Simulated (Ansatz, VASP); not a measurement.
**Two plane-wave programs on In2As2F**

INCAR

```
SYSTEM = In2As2F
ALGO = Normal
DIPOL = 0.5 0.5 0.331
EDIFF = 1E-6
ENCUT = 520
GGA = PE
IDIPOL = 3
ISIF = 2
ISMEAR = 0
IVDW = 12
LASPH = .True.
LCHARG = .False.
LDIPOL = .True.
LREAL = .False.
LWAVE = .False.
NBANDS = 30
NELM = 80
PREC = Accurate
SIGMA = 0.1
```

KPOINTS

```
k-points
0
Gamma
  6 6 1
  0 0 0
```

POSCAR

```
In2As2F
1.0
    4.3220706728      0.0000000000      0.0000000000
   -2.1610353364      3.7430229996      0.0000000000
    0.0000000000      0.0000000000     21.7386927254
As In F
2 2 1
Direct
    0.0000000000      0.0000000000      0.1840037048
    0.3333333333      0.6666666667      0.3557112061
    0.3333333333      0.6666666667      0.2245875152
    0.6666666667      0.3333333333      0.3881876814
    1.0000000000      1.0000000000      0.5031899969
```

Input for Ansatz:

```yaml
crystal:
  lattice:
    - [4.3220706728, 0.0, 0.0]
    - [-2.1610353364, 3.7430229996, 0.0]
    - [0.0, 0.0, 21.7386927254]
  atoms:
    - { symbol: As, position: [0.0, 0.0, 0.1840037048] }
    - { symbol: In, position: [0.3333333333, 0.6666666667, 0.2245875152] }
    - { symbol: As, position: [0.3333333333, 0.6666666667, 0.3557112061] }
    - { symbol: In, position: [0.6666666667, 0.3333333333, 0.3881876814] }
    - { symbol: F, position: [1.0, 1.0, 0.5031899969] }
basis:
  ecutwfc: 420
kpoints:
  mp_grid: { grid: [6, 6, 1] }
hamiltonian:
  xc: pbe
  pseudopotentials: { kind: paw, azcp: { folder: soft_1 } }
  dispersion: d3bj
scf:
  occupations: { method: gaussian, width: 0.1 }
output:
  forces: true
  eigenvalues: true
efield:
  axis: 3
  dipole_correction: true
  ramp_width: 0.04
```

Alike in both runs: task single point; functional PBE; dispersion D3(BJ); k mesh 6 × 6 × 1; occupations gaussian, width 0.1 eV; no spin polarisation.

|  | VASP | Ansatz |
| --- | --- | --- |
| version | VASP 6.6.1 | Ansatz 0.2.0 |
| potentials or method | VASP PAW PBE potentials, release 64 (As, In_d, F), cutoff 520 eV | scalar-relativistic, plane waves, PAW |
| valence electrons in the cell | 43 | 63 |

|  | VASP | Ansatz | Ansatz less VASP |
| --- | --- | --- | --- |
| gap on the k mesh at the Fermi level (eV) | none | none | - |
| rms of the force components (eV/Å) | 0.478 | 0.478 | -0.0001 |

A gap of «none» marks a metal or a gap that the smearing closes. VASP's potentials hold 43 valence electrons a cell and Ansatz's 63, so a difference there can come from the potentials and not from the codes.
